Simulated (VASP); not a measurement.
# Al15Pt8 (a cell with a defect) in VASP: single point with PBE

Aim: the single point of Al15Pt8 (a cell with a defect) with PBE.

Program: VASP 6.6.1. These are calculated values, not measurements. Logs are shortened: lines on timing, memory, paths and dates and some standing lists are left out, and cuts for length are marked.

## Step 1: The cell of the first run

The cell holds a defect, 23 atoms: a = 8.347 Å, b = 8.347 Å, c = 8.347 Å, α = 60.00°, β = 60.00°, γ = 60.00°.

## Step 2: Single point, PBE

INCAR

```
PREC = Accurate
ENCUT = 520
EDIFF = 1E-6
ISMEAR = 0
SIGMA = 0.1
LREAL = Auto
LASPH = T
NELM = 60
ALGO = Normal
ISIF = 2
LWAVE = F
LCHARG = F
GGA = PE
NBANDS = 80
```

KPOINTS

```
Automatic mesh
0
Gamma
  2 2 2
```

POSCAR

```
Al15Pt8
1.0
    0.0000000000      5.9024240000      5.9024240000
    5.9024240000      0.0000000000      5.9024240000
    5.9024240000      5.9024240000      0.0000000000
Pt Al
8 15
Direct
    0.0008398245      0.0044132716     -0.0051566949
    0.0085637697     -0.0081229339      0.4929025770
   -0.0190452262      0.5112233550      0.0122480188
    0.0008396550      0.4938179636      0.5054386130
    0.5015767251      0.0283077766     -0.0305238153
    0.5076011991     -0.0081194608      0.4929052030
    0.4965094849      0.5112256422      0.0122511531
    0.5015776569      0.4684487255      0.5293348970
    0.1236678355      0.1298574958      0.1198648216
    0.3722429971      0.3699375036      0.3796870574
    0.1299164547      0.1200415287      0.6210675478
    0.3543674599      0.3955908623      0.8966177286
    0.1189201250      0.6310359947      0.1320611667
    0.5711968506      0.6787199632      0.1797485237
    0.1236691061      0.6188388872      0.6308824137
    0.3722437595      0.8786609535      0.8709625910
    0.6275463267      0.1298594442      0.1198655840
    0.8790701922      0.3699388590      0.3796831607
    0.6443085925      0.1056537958      0.6066804926
    0.8707901194      0.3791656614      0.8801910029
    0.8848280808      0.8651304108      0.3661562605
    0.6275455643      0.6188406661      0.6308848704
    0.8790697686      0.8786579039      0.8709644546
```

Potentials or basis: VASP PAW PBE potentials, release 64 (Pt, Al).

Command:

```
$ cat potpaw_PBE.64/Pt/POTCAR potpaw_PBE.64/Al/POTCAR > POTCAR
$ mpirun -np 1 vasp_std > vasp.out
```

OUTCAR:

```text
PREC = Accurate
   ENCUT = 520
   EDIFF = 1E-6
   ISMEAR = 0
   LREAL = Auto
   LASPH = T
   NELM = 60
   ISIF = 2
   GGA = PE

 ion  position               nearest neighbor table
   1  0.001  0.004  0.995-  16 2.53  23 2.53  21 2.53  17 2.54   9 2.54  13 2.55  11 2.55  20 2.56

   2  0.009  0.992  0.493-  19 2.49   9 2.54  15 2.54  21 2.57  11 2.57  18 2.58  23 2.58
   3  0.981  0.511  0.012-  23 2.51  18 2.51  12 2.55  20 2.55  13 2.57  15 2.60   9 2.60  14 2.83

   4  0.001  0.494  0.505-  10 2.53  18 2.53  21 2.53  22 2.54  15 2.54  13 2.55  11 2.55  20 2.56

   5  0.502  0.028  0.969-  14 2.48  19 2.49  12 2.53  23 2.58  16 2.58   9 2.58  17 2.58
   6  0.508  0.992  0.493-  19 2.49  17 2.54  22 2.54  21 2.57  11 2.57  10 2.58  16 2.58
   7  0.497  0.511  0.012-  16 2.51  10 2.51  12 2.55  20 2.55  13 2.57  17 2.60  22 2.60  14 2.83

   8  0.502  0.468  0.529-  14 2.48  19 2.49  12 2.53  18 2.58  10 2.58  15 2.58  22 2.58
   9  0.124  0.130  0.120-   1 2.54   2 2.54   5 2.58   3 2.60  20 2.91  12 2.94  16 2.95  18 2.95
                            21 2.97
  10  0.372  0.370  0.380-   7 2.51   4 2.53   6 2.58   8 2.58  11 2.91  15 2.95  17 2.95  19 2.95
                            13 2.96  14 3.06
  11  0.130  0.120  0.621-   1 2.55   4 2.55   2 2.57   6 2.57  16 2.91  10 2.91  23 2.91  18 2.91
                            20 3.06
  12  0.354  0.396  0.897-   8 2.53   5 2.53   7 2.55   3 2.55  13 2.78  17 2.94  22 2.94   9 2.94
                            15 2.94
  13  0.119  0.631  0.132-   1 2.55   4 2.55   7 2.57   3 2.57  21 2.76  12 2.78  23 2.96  18 2.96
                            16 2.96  10 2.96
  14  0.571  0.679  0.180-   8 2.48   5 2.48   7 2.83   3 2.83  10 3.06  16 3.06  18 3.07  23 3.07

  15  0.124  0.619  0.631-   4 2.54   2 2.54   8 2.58   3 2.60  20 2.91  12 2.94  10 2.95  23 2.95
                            21 2.97
  16  0.372  0.879  0.871-   7 2.51   1 2.53   6 2.58   5 2.58  11 2.91   9 2.95  22 2.95  19 2.95
                            13 2.96  14 3.06
  17  0.628  0.130  0.120-   1 2.54   6 2.54   5 2.58   7 2.60  20 2.91  12 2.94  23 2.95  10 2.95
                            21 2.97
  18  0.879  0.370  0.380-   3 2.51   4 2.53   2 2.58   8 2.58  11 2.91  22 2.95   9 2.95  19 2.95
                            13 2.96  14 3.07
  19  0.644  0.106  0.607-   2 2.49   6 2.49   8 2.49   5 2.49  21 2.84  23 2.95  18 2.95  16 2.95
                            10 2.95
  20  0.871  0.379  0.880-   3 2.55   7 2.55   1 2.56   4 2.56  17 2.91  22 2.91   9 2.91  15 2.91
                            11 3.06
  21  0.885  0.865  0.366-   4 2.53   1 2.53   6 2.57   2 2.57  13 2.76  19 2.84   9 2.97  15 2.97
                            22 2.97  17 2.97
  22  0.628  0.619  0.631-   4 2.54   6 2.54   8 2.58   7 2.60  20 2.91  12 2.94  18 2.95  16 2.95
                            21 2.97
  23  0.879  0.879  0.871-   3 2.51   1 2.53   2 2.58   5 2.58  11 2.91  17 2.95  15 2.95  19 2.95
                            13 2.96  14 3.07

  LATTYP: Found a face centered cubic cell.
 ALAT       =    11.8048480000

  Lattice vectors:

 A1 = (   0.0000000000,   5.9024240000,   5.9024240000)
 A2 = (   5.9024240000,   0.0000000000,   5.9024240000)
 A3 = (   5.9024240000,   5.9024240000,   0.0000000000)

Analysis of symmetry for initial positions (statically):
=====================================================================
 Subroutine PRICEL returns:
 Original cell was already a primitive cell.

 Routine SETGRP: Setting up the symmetry group for a
 face centered cubic supercell.

 Subroutine GETGRP returns: Found  2 space group operations
 (whereof  1 operations were pure point group operations)
 out of a pool of 48 trial point group operations.

The static configuration has the point symmetry C_1 .
 The point group associated with its full space group is C_1h.

Analysis of symmetry for dynamics (positions and initial velocities):
=====================================================================
 Subroutine PRICEL returns:
 Original cell was already a primitive cell.

 Routine SETGRP: Setting up the symmetry group for a
 face centered cubic supercell.

 Subroutine GETGRP returns: Found  2 space group operations
 (whereof  1 operations were pure point group operations)
 out of a pool of 48 trial point group operations.

The dynamic configuration has the point symmetry C_1 .
 The point group associated with its full space group is C_1h.

 Subroutine INISYM returns: Found  2 space group operations
 (whereof  1 operations are pure point group operations),
 and found     1 'primitive' translations

----------------------------------------------------------------------------------------

                                     Primitive cell

  volume of cell :     411.2645

  direct lattice vectors                    reciprocal lattice vectors
     0.000000000  5.902424000  5.902424000    -0.084710959  0.084710959  0.084710959
     5.902424000  0.000000000  5.902424000     0.084710959 -0.084710959  0.084710959
     5.902424000  5.902424000  0.000000000     0.084710959  0.084710959 -0.084710959

  length of vectors
     8.347288072  8.347288072  8.347288072     0.146723686  0.146723686  0.146723686

  position of ions in fractional coordinates (direct lattice)
     0.000839824  0.004413272  0.994843305
     0.008563770  0.991877066  0.492902577
     0.980954774  0.511223355  0.012248019
     0.000839655  0.493817964  0.505438613
     0.501576725  0.028307777  0.969476185
     0.507601199  0.991880539  0.492905203
[... 15 lines left out ...]
     0.627545564  0.618840666  0.630884870
     0.879069769  0.878657904  0.870964455

  ion indices of the primitive-cell ions
   primitive index   ion index
                 1           1
                 2           2
                 3           3
                 4           4
                 5           5
                 6           6
[... 15 lines left out ...]
                22          22
                23          23

----------------------------------------------------------------------------------------

 KPOINTS: Automatic mesh

Automatic generation of k-mesh.
 Grid dimensions read from file:
 generate k-points for:    2    2    2

 Generating k-lattice:

  Cartesian coordinates                     Fractional coordinates (reciprocal lattice)
    -0.042355480  0.042355480  0.042355480     0.500000000  0.000000000  0.000000000
     0.042355480 -0.042355480  0.042355480     0.000000000  0.500000000  0.000000000
     0.042355480  0.042355480 -0.042355480     0.000000000  0.000000000  0.500000000

  Length of vectors
     0.073361843  0.073361843  0.073361843

  Shift w.r.t. Gamma in fractional coordinates (k-lattice)
     0.000000000  0.000000000  0.000000000

 Subroutine IBZKPT returns following result:
 ===========================================

 Found      6 irreducible k-points:

 Following reciprocal coordinates:
            Coordinates               Weight
  0.000000  0.000000  0.000000      1.000000
  0.500000  0.000000  0.000000      1.000000
  0.000000  0.500000  0.000000      2.000000
  0.500000  0.500000  0.500000      1.000000
  0.500000  0.500000  0.000000      2.000000
  0.000000  0.500000  0.500000      1.000000
   k-points           NKPTS =      6   k-points in BZ     NKDIM =      6   number of bands    NBANDS=     80
   number of dos      NEDOS =    301   number of ions     NIONS =     23
   total plane-waves  NPLWV = 262144
   dimension x,y,z NGX =    64 NGY =   64 NGZ =   64
   dimension x,y,z NGXF=   128 NGYF=  128 NGZF=  128
   ions per type =               8  15
   NGX,Y,Z   is equivalent  to a cutoff of  12.75, 12.75, 12.75 a.u.
   NGXF,Y,Z  is equivalent  to a cutoff of  25.49, 25.49, 25.49 a.u.
 SYSTEM =  unknown system
   PREC   = accura    normal or accurate (medium, high low for compatibility)
   ISTART =      0    job   : 0-new  1-cont  2-samecut
   ICHARG =      2    charge: 1-file 2-atom 10-const
   ISPIN  =      1    spin polarized calculation?
   LNONCOLLINEAR =      F non collinear calculations
   LSORBIT =      F    spin-orbit coupling
   LASPH  =      T    aspherical Exc in radial PAW
   ENCUT  =  520.0 eV  38.22 Ry    6.18 a.u.  15.52 15.52 15.52*2*pi/ulx,y,z
   NELM   =     60;   NELMIN=  2; NELMDL= -5     # of ELM steps
   EDIFF  = 0.1E-05   stopping-criterion for ELM
   LREAL  =      T    real-space projection
   EDIFFG = 0.1E-04   stopping-criterion for IOM
   NSW    =      0    number of steps for IOM
   IBRION =     -1    ionic relax: 0-MD 1-quasi-New 2-CG
   NFREE  =      0    steps in history (QN), initial steepest desc. (CG)
   ISIF   =      2    stress and relaxation
   ISYM   =      2    0-nonsym 1-usesym 2-fastsym
   POTIM  = 0.5000    time-step for ionic-motion
   TEBEG  =    0.0;   TEEND  =   0.0 temperature during run
   PSTRESS=    0.0 pullay stress
   NELECT =     125.0000    total number of electrons
   NUPDOWN=      -1.0000    fix difference up-down
   EMIN   =  10.00;   EMAX   =-10.00  energy-range for DOS
   EFERMI =   0.00;   METHOD = LEGACY
   ISMEAR =     0;   SIGMA  =   0.10  broadening in eV -4-tet -1-fermi 0-gaus
   EFERMI_NEDOS =   21; number of points for ismear=-14 and -15
   IALGO  =     38    algorithm
   IMIX   =      4    mixing-type and parameters
     AMIX     =   0.40;   BMIX     =  1.00
     AMIX_MAG =   1.60;   BMIX_MAG =  1.00
  volume/ion in A,a.u.               =      17.88       120.67
  Fermi-wavevector in a.u.,A,eV,Ry     =   1.100705  2.080032 16.484171  1.211552
  Thomas-Fermi vector in A             =   2.237121
   LORBIT       =      0    0 simple, 1 ext, 2 COOP (PROOUT), +10 PAW based schemes
   GGA     = PE    functional components
   LHFCALC =     F    Hartree Fock is set to
   AEXX    =    0.0000 exact exchange contribution
   IVDW    =     0    specifies the selected vdW correction
   LEPSILON=     F    determine dielectric tensor
   LRPA    =     F    only Hartree local field effects (RPA)
 non-spin polarized calculation
 Gauss-broadening in eV      SIGMA  =   0.10
  energy-cutoff  :      520.00
  volume of cell :      411.26
 maximum number of plane-waves:     11054
 NGX is ok and might be reduce to    64
   NGX = 31   NGY = 31   NGZ = 31

 number of electron     125.0000002 magnetization

 Free energy of the ion-electron system (eV)
  ---------------------------------------------------
  ext. energy  EPLUGINS =         0.00000000
  ---------------------------------------------------
  free energy    TOTEN  =      -123.45042419 eV

  energy without entropy =     -123.37757362  energy(sigma->0) =     -123.41399891

 E-fermi :   7.3622     XC(G=0): -10.5348

 val. band max:        7.3585587623   @ k =   0.0000   0.5000   0.0000
 cond. band min:       7.4096469105   @ k =   0.0000   0.5000   0.0000
 fundamental gap:      0.0510881482
 Fermi energy:         7.3622482176

 k-point     1 :       0.0000    0.0000    0.0000
  band No.  band energies     occupation
      1      -2.5880      2.00000
      2      -0.3305      2.00000
      3      -0.3079      2.00000
      4      -0.2953      2.00000
      5      -0.1783      2.00000
      6       1.2484      2.00000
[... 66 lines left out ...]
     73      10.7524      0.00000
     74      10.9470      0.00000

 k-point     2 :       0.5000    0.0000    0.0000
  band No.  band energies     occupation
      1      -1.8872      2.00000
      2      -1.6530      2.00000
      3       0.0228      2.00000
      4       0.0332      2.00000
      5       0.1754      2.00000
      6       0.2261      2.00000
[... 300 lines left out ...]
 k-point     6 :       0.0000    0.5000    0.5000
  band No.  band energies     occupation
      1      -1.5767      2.00000
      2      -1.3758      2.00000
      3      -0.7376      2.00000
      4      -0.5489      2.00000
      5      -0.5207      2.00000
      6       0.0419      2.00000
[... 66 lines left out ...]
     73      10.5861      0.00000
     74      10.8606      0.00000
 [bands above 74 left out]

------------------------ aborting loop because EDIFF is reached ----------------------------------------

  FORCE on cell =-STRESS in cart. coord.  units (eV):
  Direction    XX          YY          ZZ          XY          YZ          ZX
  --------------------------------------------------------------------------------------
  -------------------------------------------------------------------------------------
  Total        5.8492344      4.1227971      4.1227971      0.0072134     -2.5852640      0.0072135
  in kB       22.7870656     16.0613238     16.0613238      0.0281016    -10.0715029      0.0281018
  external PRESSURE =      18.3032378 kB  Pullay stress =       0.0000000 kB

 VOLUME and BASIS-vectors are now :
 -----------------------------------------------------------------------------
  energy-cutoff  :      520.00
  volume of cell :      411.26
      direct lattice vectors                 reciprocal lattice vectors
     0.000000000  5.902424000  5.902424000    -0.084710959  0.084710959  0.084710959
     5.902424000  0.000000000  5.902424000     0.084710959 -0.084710959  0.084710959
     5.902424000  5.902424000  0.000000000     0.084710959  0.084710959 -0.084710959

 POSITION                                       TOTAL-FORCE (eV/Angst)
 -----------------------------------------------------------------------------------
      5.89804      5.87694      0.03101         0.031993      0.006017     -0.005843
      8.76380      2.95987      5.90503         0.080258     -0.022398     -0.022398
      3.08975      5.86230      8.80747         0.051819     -0.017119     -0.017119
      5.89804      2.98827      2.91968         0.031993     -0.005843      0.006017
      5.88934      8.68278      3.12760         0.023172      0.028717     -0.027024
      8.76383      5.90541      8.85058         0.082440      0.024056      0.024056
[... 15 lines left out ...]
      7.37641      7.42779      7.35670         0.045987     -0.008684     -0.008931
     10.32701     10.32944     10.37485         0.032333      0.012045     -0.004728
 -----------------------------------------------------------------------------------
    total drift:                                0.004298      0.008017      0.011325

  FREE ENERGIE OF THE ION-ELECTRON SYSTEM (eV)
  ---------------------------------------------------
  free  energy   TOTEN  =      -123.4504241934 eV

  energy  without entropy=     -123.3775736189  energy(sigma->0) =     -123.41399891
```

Run time: 14 min. Hardware: 1 thread of Intel Xeon 8259CL, shared host; peak memory 0.61 GiB.

Results:

| Quantity | Value |
| --- | --- |
| Free energy | -123.4504 eV |
| Pressure | 1.8 GPa |
| Largest force | 0.941 eV/Å |
| Band gap on the k mesh | zero (an odd number of electrons rules out a gap without spin polarisation) |

Forces in eV/Å, atoms in the order of the input:
```
Pt   0.032  0.006 -0.006
Pt   0.080 -0.022 -0.022
Pt   0.052 -0.017 -0.017
Pt   0.032 -0.006  0.006
Pt   0.023  0.029 -0.027
Pt   0.082  0.024  0.024
Pt   0.052  0.015  0.015
Pt   0.023 -0.027  0.029
Al   0.047  0.010  0.009
Al   0.032 -0.013  0.005
Al   0.023  0.000  0.000
Al   0.043  0.000  0.000
Al  -0.018  0.000  0.000
Al  -0.941 -0.001 -0.001
Al   0.047  0.009  0.010
Al   0.032  0.005 -0.013
Al   0.046 -0.009 -0.009
Al   0.032 -0.005  0.012
Al   0.083 -0.001 -0.001
Al   0.060  0.000  0.000
Al   0.059  0.000  0.000
Al   0.046 -0.009 -0.009
Al   0.032  0.012 -0.005
```

Levels at points of the mesh, in eV from the Fermi level:
```csv
k point,band 59,band 60,band 61,band 62,band 63,band 64,band 65,band 66
"(0.00, 0.00, 0.00)",-1.00,-0.87,-0.86,1.24,1.25,1.28,1.41,1.45
"(0.50, 0.00, 0.00)",-0.59,-0.42,-0.32,-0.13,-0.06,-0.05,0.08,0.34
"(0.00, 0.50, 0.00)",-0.60,-0.54,-0.34,-0.09,0.00,0.05,0.06,0.24
"(0.50, 0.50, 0.50)",-0.59,-0.42,-0.32,-0.13,-0.06,-0.05,0.08,0.34
"(0.50, 0.50, 0.00)",-0.73,-0.69,-0.56,-0.47,0.46,0.52,0.78,0.79
"(0.00, 0.50, 0.50)",-0.94,-0.62,-0.57,-0.53,0.43,0.68,0.73,0.81
```

Caveat: the k points lie up to 0.46 Å⁻¹ apart, too coarse for converged energies and pressures of a metal; spin-orbit coupling is left out, which moves the levels of the heavy elements.

The gap in the log of VASP goes by the Fermi energy; the results here count the filled bands.